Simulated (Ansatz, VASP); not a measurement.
## Two plane-wave programs on SiO2

Contents of INCAR:

```
PREC = Accurate
ENCUT = 520
EDIFF = 1E-6
ISMEAR = 0
SIGMA = 0.02
LREAL = F
LASPH = T
NELM = 60
ALGO = Normal
ISIF = 2
LWAVE = F
LCHARG = T
GGA = PE
LELF = T
LVHAR = T
NBANDS = 34
```

File KPOINTS:

```
regular mesh
0
Gamma
  3 3 1
```

The input POSCAR:

```
SiO2
1.0
    5.0605222284      0.0000000000      0.0000000000
   -2.5302611142      4.3825408062      0.0000000000
    0.0000000000      0.0000000000      5.5413533100
Si O
3 6
Direct
    0.0000000000      0.5000000000      0.3333333333
    0.5000000000      0.5000000000      0.6666666667
    0.5000000000      0.0000000000      0.0000000000
    0.5827892600      0.7913946300      0.8333333333
    0.7913946300      0.5827892600      0.5000000000
    0.7913946300      0.2086053700      0.1666666667
    0.4172107400      0.2086053700      0.8333333333
    0.2086053700      0.4172107400      0.5000000000
    0.2086053700      0.7913946300      0.1666666667
```

Input for Ansatz:

```yaml
crystal:
  lattice:
    - [5.0605222284, 0.0, 0.0]
    - [-2.5302611142, 4.3825408062, 0.0]
    - [0.0, 0.0, 5.54135331]
  atoms:
    - { symbol: Si, position: [0.0, 0.5, 0.3333333333] }
    - { symbol: Si, position: [0.5, 0.5, 0.6666666667] }
    - { symbol: Si, position: [0.5, 0.0, 0.0] }
    - { symbol: O, position: [0.58278926, 0.79139463, 0.8333333333] }
    - { symbol: O, position: [0.79139463, 0.58278926, 0.5] }
    - { symbol: O, position: [0.79139463, 0.20860537, 0.1666666667] }
    - { symbol: O, position: [0.41721074, 0.20860537, 0.8333333333] }
    - { symbol: O, position: [0.20860537, 0.41721074, 0.5] }
    - { symbol: O, position: [0.20860537, 0.79139463, 0.1666666667] }
basis:
  ecutwfc: 420
kpoints:
  mp_grid: { grid: [3, 3, 1] }
hamiltonian:
  xc: pbe
scf:
  occupations: { method: gaussian, width: 0.02 }
output:
  forces: true
  stress: true
  eigenvalues: true
```

Alike in both runs: task single point; functional PBE; k mesh 3 × 3 × 1; occupations gaussian, width 0.02 eV; no spin polarisation.

```csv
,VASP,Ansatz
version,VASP 6.6.1,Ansatz 0.2.0
potentials or method,"VASP PAW PBE potentials, release 64 (Si, O), cutoff 520 eV","scalar-relativistic, plane waves, PAW"
valence electrons in the cell,48,48
```

|  | VASP | Ansatz | Ansatz less VASP |
| --- | --- | --- | --- |
| gap on the k mesh at the Fermi level (eV) | 5.78 | 5.78 | +0.002 |
| least direct gap on the mesh (eV) | 5.92 | 5.91 | -0.001 |
| pressure (GPa) | 4.9 | 4.8 | -0.11 |
| traceless stress, the component that is largest in VASP (GPa) | -0.31 | -0.35 | -0.039 |
| rms of the force components (eV/Å) | 0.125 | 0.130 | +0.0052 |

Atom by atom the forces differ by 0.005 eV/Å (rms over components). With one functional, cell and mesh, what is left measures potentials, basis and numerics.

The k mesh is coarse, so the values compare programs but aren't converged.
